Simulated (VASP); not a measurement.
# Al8H in VASP: a series of runs

The runs below take Al8H through single point, with PBE.

Program: VASP 6.6.1. These are calculated values, not measurements. Logs are shortened: lines on timing, memory, paths and dates and some standing lists are left out, and cuts for length are marked.

## 1. The cell of the first run

The cell holds a slab with vacuum, 18 atoms: a = 5.714 Å, b = 8.080 Å, c = 22.243 Å, α = 90.00°, β = 90.00°, γ = 90.00°.

## 2. Single point, PBE

File INCAR:

```
SYSTEM = Al8H
PREC = Accurate ; ENCUT = 520
EDIFF = 1E-7 ; ISMEAR = 0
SIGMA = 0.1 ; LREAL = Auto
LASPH = .TRUE. ; NELM = 80
ALGO = Normal ; ISIF = 2
LWAVE = .FALSE. ; LCHARG = .FALSE.
LDIPOL = .TRUE. ; IDIPOL = 3
DIPOL = 0.5 0.5 0.291 ; GGA = PE
NBANDS = 40
```

File KPOINTS:

```
Automatic mesh
0
G
  5 4 1
  0 0 0
```

File POSCAR:

```
Al8H
1.0
    5.7135165837      0.0000000000      0.0000000000
    0.0000000000      8.0801326415      0.0000000000
    0.0000000000      0.0000000000     22.2432786975
Al H
16 2
Direct
    0.2500000000      0.2500000000      0.1798296040
    0.2500000000      0.7500000000      0.1798296040
    0.7500000000      0.2500000000      0.1798296040
    0.7500000000      0.7500000000      0.1798296040
    0.0000000000      0.0000000000      0.2440458181
    0.0000000000      0.5000000000      0.2440458181
    0.5000000000      0.0000000000      0.2440458181
    0.5000000000      0.5000000000      0.2440458181
    0.2500000000      0.2500000000      0.3102598702
    0.2500000000      0.7500000000      0.3102598702
    0.7500000000      0.2500000000      0.3102598702
    0.7500000000      0.7500000000      0.3102598702
    0.0000000000      0.0000000000      0.3705963860
    0.0000000000      0.5000000000      0.3705963860
    0.5000000000      0.0000000000      0.3705963860
    0.5000000000      0.5000000000      0.3705963860
    0.2500000000      0.1355835614      0.4052135847
    0.2500000000      0.3644164386      0.4052135847
```

Potentials or basis: VASP PAW PBE potentials, release 64 (Al, H).

Launch:

```console
$ cat potpaw_PBE.64/Al/POTCAR potpaw_PBE.64/H/POTCAR > POTCAR
$ mpirun -np 1 vasp_std > vasp.out
```

OUTCAR:

```text
SYSTEM = Al8H
   PREC = Accurate
   ENCUT = 520
   EDIFF = 1E-7
   ISMEAR = 0
   LREAL = Auto
   LASPH = .TRUE.
   NELM = 80
   ISIF = 2
   GGA = PE

 ion  position               nearest neighbor table
   1  0.250  0.250  0.180-   3 2.86   3 2.86   6 2.86   7 2.86   8 2.86   5 2.86   9 2.90
   2  0.250  0.750  0.180-   4 2.86   4 2.86   6 2.86   7 2.86   8 2.86   5 2.86  10 2.90
   3  0.750  0.250  0.180-   1 2.86   1 2.86   6 2.86   7 2.86   8 2.86   5 2.86  11 2.90
   4  0.750  0.750  0.180-   2 2.86   2 2.86   6 2.86   7 2.86   8 2.86   5 2.86  12 2.90
   5  0.000  0.000  0.244-  13 2.81   7 2.86   7 2.86   4 2.86   1 2.86   2 2.86   3 2.86  11 2.88
                            12 2.88   9 2.88  10 2.88
   6  0.000  0.500  0.244-  14 2.81   8 2.86   8 2.86   4 2.86   1 2.86   2 2.86   3 2.86  11 2.88
                            12 2.88   9 2.88  10 2.88
   7  0.500  0.000  0.244-  15 2.81   5 2.86   5 2.86   4 2.86   1 2.86   2 2.86   3 2.86  11 2.88
                            12 2.88   9 2.88  10 2.88
   8  0.500  0.500  0.244-  16 2.81   6 2.86   6 2.86   4 2.86   1 2.86   2 2.86   3 2.86  11 2.88
                            12 2.88   9 2.88  10 2.88
   9  0.250  0.250  0.310-  13 2.81  14 2.81  15 2.81  16 2.81  11 2.86  11 2.86   7 2.88   8 2.88
                             5 2.88   6 2.88   1 2.90
  10  0.250  0.750  0.310-  13 2.81  14 2.81  15 2.81  16 2.81  12 2.86  12 2.86   7 2.88   8 2.88
                             5 2.88   6 2.88   2 2.90
  11  0.750  0.250  0.310-  13 2.81  14 2.81  15 2.81  16 2.81   9 2.86   9 2.86   7 2.88   8 2.88
[... 7 lines left out ...]
  15  0.500  0.000  0.371-  17 1.96  10 2.81  11 2.81  12 2.81   9 2.81   7 2.81  13 2.86  13 2.86

  16  0.500  0.500  0.371-  18 1.96  10 2.81  11 2.81  12 2.81   9 2.81   8 2.81  14 2.86  14 2.86

  17  0.250  0.136  0.405-  13 1.96  15 1.96
  18  0.250  0.364  0.405-  14 1.96  16 1.96

  LATTYP: Found a simple orthorhombic cell.
 ALAT       =     5.7135165837
 B/A-ratio  =     1.4142135624
 C/A-ratio  =     3.8930977747

  Lattice vectors:

 A1 = (   5.7135165837,   0.0000000000,   0.0000000000)
 A2 = (   0.0000000000,   8.0801326415,   0.0000000000)
 A3 = (   0.0000000000,   0.0000000000,  22.2432786975)

Analysis of symmetry for initial positions (statically):
=====================================================================
 Subroutine PRICEL returns:
 Original cell was already a primitive cell.

 Routine SETGRP: Setting up the symmetry group for a
 simple orthorhombic supercell.

 Subroutine GETGRP returns: Found  4 space group operations
 (whereof  1 operations were pure point group operations)
 out of a pool of  8 trial point group operations.

The static configuration has the point symmetry C_1 .
 The point group associated with its full space group is C_2v.

Analysis of symmetry for dynamics (positions and initial velocities):
[... 148 lines left out ...]
     AMIX_MAG =   1.60;   BMIX_MAG =  1.00
  volume/ion in A,a.u.               =      57.05       384.99
  Fermi-wavevector in a.u.,A,eV,Ry     =   0.597803  1.129683  4.862288  0.357368
  Thomas-Fermi vector in A             =   1.648667
   LORBIT       =      0    0 simple, 1 ext, 2 COOP (PROOUT), +10 PAW based schemes
   GGA     = PE    functional components
   LHFCALC =     F    Hartree Fock is set to
   AEXX    =    0.0000 exact exchange contribution
   IVDW    =     0    specifies the selected vdW correction
   LEPSILON=     F    determine dielectric tensor
   LRPA    =     F    only Hartree local field effects (RPA)
 non-spin polarized calculation
 Gauss-broadening in eV      SIGMA  =   0.10
  energy-cutoff  :      520.00
  volume of cell :     1026.88
 maximum number of plane-waves:     27706
   NGX = 21   NGY = 31   NGZ = 83

 dipolmoment           0.000000      0.000000      0.063912 electrons x Angstroem

 number of electron      49.9999998 magnetization

 dipolmoment           0.000000      0.000000     -0.009612 electrons x Angstroem

 Free energy of the ion-electron system (eV)
  ---------------------------------------------------
  ext. energy  EPLUGINS =         0.00000000
  ---------------------------------------------------
  free energy    TOTEN  =       -60.37768005 eV

  energy without entropy =      -60.34606876  energy(sigma->0) =      -60.36187441

 E-fermi :  -0.8495     XC(G=0):  -3.5926

 val. band max:       -0.8720099143   @ k =   0.2000   0.5000   0.0000
 cond. band min:      -0.7733719978   @ k =   0.4000   0.2500   0.0000
 fundamental gap:      0.0986379165
 Fermi energy:        -0.8495473081

 k-point     1 :       0.0000    0.0000    0.0000
  band No.  band energies     occupation
      1     -11.1858      2.00000
      2      -9.2387      2.00000
      3      -9.0618      2.00000
      4      -8.7612      2.00000
      5      -7.2511      2.00000
      6      -6.9755      2.00000
[... 349 lines left out ...]
     36       1.6856      0.00000
     37       2.2205      0.00000
 [bands above 37 left out]

------------------------ aborting loop because EDIFF is reached ----------------------------------------

 vacuum level on the upper side and lower side of the slab       (xc-potential included)        -0.047        -0.000

  FORCE on cell =-STRESS in cart. coord.  units (eV):
  Direction    XX          YY          ZZ          XY          YZ          ZX
  --------------------------------------------------------------------------------------
  -------------------------------------------------------------------------------------
  Total       -9.8929994     -3.5424991     -2.7614066      0.0000000      0.0000000      0.0000000
  in kB      -15.4353961     -5.5271283     -4.3084411      0.0000000      0.0000000      0.0000000
  external PRESSURE =      -8.4236552 kB  Pullay stress =       0.0000000 kB

 VOLUME and BASIS-vectors are now :
 -----------------------------------------------------------------------------
  energy-cutoff  :      520.00
  volume of cell :     1026.88
      direct lattice vectors                 reciprocal lattice vectors
     5.713516584  0.000000000  0.000000000     0.175023558  0.000000000  0.000000000
     0.000000000  8.080132642  0.000000000     0.000000000  0.123760345  0.000000000
     0.000000000  0.000000000 22.243278697     0.000000000  0.000000000  0.044957401

 POSITION                                       TOTAL-FORCE (eV/Angst)
 -----------------------------------------------------------------------------------
      1.42838      2.02003      4.00000         0.000000      0.000000      0.173602
      1.42838      6.06010      4.00000         0.000000      0.000000      0.291905
      4.28514      2.02003      4.00000         0.000000      0.000000      0.305138
      4.28514      6.06010      4.00000         0.000000      0.000000      0.298991
      0.00000      0.00000      5.42838        -0.107215      0.024128     -0.226450
      0.00000      4.04007      5.42838        -0.107215     -0.024128     -0.226450
[... 10 lines left out ...]
      1.42838      1.09553      9.01328         0.000000     -0.570538     -0.357750
      1.42838      2.94453      9.01328         0.000000      0.570538     -0.357750
 -----------------------------------------------------------------------------------
    total drift:                               -0.000000     -0.000000     -0.012723

  FREE ENERGIE OF THE ION-ELECTRON SYSTEM (eV)
  ---------------------------------------------------
  free  energy   TOTEN  =       -60.3776800454 eV

  energy  without entropy=      -60.3460687650  energy(sigma->0) =      -60.36187441

 vacuum level on the upper side and lower side of the slab         3.147         3.188
```

OSZICAR:

```text
N       E                     dE             d eps       ncg     rms          rms(c)
DAV:   1     0.190201402940E+03    0.19020E+03   -0.14154E+04   720   0.854E+02
DAV:   2    -0.483664509248E+02   -0.23857E+03   -0.22923E+03  1048   0.151E+02
DAV:   3    -0.630985945068E+02   -0.14732E+02   -0.14262E+02   896   0.379E+01
DAV:   4    -0.637139287825E+02   -0.61533E+00   -0.61403E+00  1128   0.897E+00
[... 18 lines left out ...]
DAV:  23    -0.603776726636E+02   -0.98286E-05   -0.34405E-07   752   0.120E-03    0.366E-04
DAV:  24    -0.603776781334E+02   -0.54698E-05   -0.19114E-07   736   0.913E-04    0.172E-04
DAV:  25    -0.603776798828E+02   -0.17494E-05   -0.98558E-08   688   0.659E-04    0.155E-04
DAV:  26    -0.603776800015E+02   -0.11878E-06   -0.57927E-09   600   0.287E-04    0.869E-05
DAV:  27    -0.603776800454E+02   -0.43818E-07   -0.43861E-09   560   0.236E-04
   1 F= -.60377680E+02 E0= -.60361874E+02  d E =-.316113E-01
```

stdout:

```text
POSCAR found type information on POSCAR AlH
 POSCAR found :  2 types and      18 ions
 scaLAPACK will be used
 LDA part: xc-table for (Slater+PW92), standard interpolation
 POSCAR, INCAR and KPOINTS ok, starting setup
 FFT: planning ... GRIDC
 FFT: planning ... GRID_SOFT
 FFT: planning ... GRID
 WAVECAR not read
 entering main loop
```

Run time: 15 min. Hardware: 1 thread of Intel Xeon Platinum 8488C (Sapphire Rapids), shared host; peak memory 0.89 GiB.

Results:

```
Free energy            : -60.3777 eV
Largest force          : 0.673 eV/Å
Band gap on the k mesh : zero (bands 25 and 26 overlap by 0.64 eV)
```

Forces on the atoms (eV/Å):
```
Al   0.000  0.000  0.174
Al   0.000  0.000  0.292
Al   0.000  0.000  0.305
Al   0.000  0.000  0.299
Al  -0.107  0.024 -0.226
Al  -0.107 -0.024 -0.226
Al   0.107  0.024 -0.226
Al   0.107 -0.024 -0.226
Al   0.000  0.000 -0.272
Al   0.000  0.000  0.485
Al   0.000  0.000  0.092
Al   0.000  0.000 -0.171
Al  -0.117  0.054  0.104
Al  -0.117 -0.054  0.104
Al   0.117  0.054  0.104
Al   0.117 -0.054  0.104
H    0.000 -0.571 -0.358
H    0.000  0.571 -0.358
```

## 3. Single point, PBE

File INCAR:

```
PREC = Accurate
ENCUT = 520
EDIFF = 1E-7
ISMEAR = 0
SIGMA = 0.1
LREAL = Auto
LASPH = T
NELM = 100
ALGO = Normal
ISIF = 2
LWAVE = F
LCHARG = F
LDIPOL = T
IDIPOL = 3
DIPOL = 0.5 0.5 0.294
GGA = PE
NBANDS = 40
```

File KPOINTS:

```
regular mesh
0
Gamma
  5 4 1
```

POSCAR: that of step 2 with these lines changed.

```diff
@@ -24,3 +24,3 @@
     0.5000000000      0.5000000000      0.3705963860
-    0.2500000000      0.1355835614      0.4052135847
-    0.2500000000      0.3644164386      0.4052135847
+    0.2500000000      0.1355835614      0.4339863214
+    0.2500000000      0.3644164386      0.4339863214
```

Potentials or basis: VASP PAW PBE potentials, release 64 (Al, H).

Launch:

```console
$ cat potpaw_PBE.64/Al/POTCAR potpaw_PBE.64/H/POTCAR > POTCAR
$ mpirun -np 1 vasp_std > vasp.out
```

It took 15 min on 1 thread of Intel Xeon Platinum 8488C (Sapphire Rapids), shared host; peak memory 0.88 GiB.

It converged, with:

```
Free energy            : -59.5088 eV
Largest force          : 0.947 eV/Å
Band gap on the k mesh : zero (bands 25 and 26 overlap by 0.62 eV)
```

Forces on the atoms (eV/Å):
```
Al   0.000  0.000  0.211
Al   0.000  0.000  0.225
Al   0.000  0.000  0.211
Al   0.000  0.000  0.227
Al  -0.197  0.002 -0.254
Al  -0.197 -0.002 -0.254
Al   0.197  0.002 -0.254
Al   0.197 -0.002 -0.254
Al   0.000  0.000 -0.324
Al   0.000  0.000  0.360
Al   0.000  0.000  0.088
Al   0.000  0.000 -0.106
Al   0.106  0.283  0.483
Al   0.106 -0.283  0.483
Al  -0.106  0.283  0.483
Al  -0.106 -0.283  0.483
H    0.000 -0.283 -0.904
H    0.000  0.283 -0.904
```

Levels at points of the mesh, in eV from the Fermi level:
```
           k point  band 21  band 22  band 23  band 24  band 25  band 26  band 27  band 28  band 29  band 30
(0.00, 0.00, 0.00)    -1.63    -0.98    -0.75    -0.64    -0.41    -0.16    -0.11     0.24     0.50     1.30
(0.00, 0.50, 0.00)    -0.94    -0.93    -0.87    -0.87    -0.42    -0.09     0.21     0.24     0.43     0.84
```

(Continued in part 2 of 3.)
